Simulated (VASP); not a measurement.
Input of a VASP 6.6.1 run:

Contents of INCAR:

```
PREC     = Accurate       # precision mode
ENCUT    = 520            # plane-wave cutoff, eV
EDIFF    = 1E-7           # SCF threshold, eV
ISMEAR   = 0              # smearing method
SIGMA    = 0.1            # smearing width, eV
LREAL    = F              # projectors in reciprocal space
LASPH    = T              # aspherical terms in the spheres
NELM     = 150            # most SCF steps
ALGO     = Normal         # electronic algorithm
ISIF     = 2              # what is computed and relaxed
LWAVE    = F              # write WAVECAR
LCHARG   = F              # write CHGCAR
ISPIN    = 2              # spin polarisation
MAGMOM   = 0 0 0 1 1 1    # initial moments
LORBIT   = 11             # projections on sites
GGA      = PE             # functional
NBANDS   = 25             # bands
```

Contents of KPOINTS:

```
Automatic mesh
0
Gamma
  6 6 4
```

File POSCAR:

```
SiC
1.0
    5.3708260158      0.0000000000      0.0000000000
   -2.6854130079      4.6512717690      0.0000000000
    0.0000000000      0.0000000000      3.8934084918
Si C
3 3
Direct
    0.5000000000      0.0000000000      0.5000000000
    0.0000000000      0.5000000000      0.5000000000
    0.5000000000      0.5000000000      0.5000000000
    0.0000000000      0.0000000000      0.5000000000
    0.0000000000      0.0000000000      0.8364604233
    0.0000000000      0.0000000000      0.1635395767
```

Potentials or basis: VASP PAW PBE potentials, release 64 (Si, C).

Run with:

```sh
$ cat potpaw_PBE.64/Si/POTCAR potpaw_PBE.64/C/POTCAR > POTCAR
$ mpirun -np 1 vasp_std > vasp.out
```

Q: What does it give for the net moment?

A: 0.00 μB per cell.

Q: What does it give for the pressure?

A: -0.1 GPa.

Stress tensor (GPa, compression positive):
```
 0.01  0.00  0.00
 0.00  0.01  0.00
 0.00  0.00 -0.23
```

Caveat: the k points lie up to 0.40 Å⁻¹ apart.
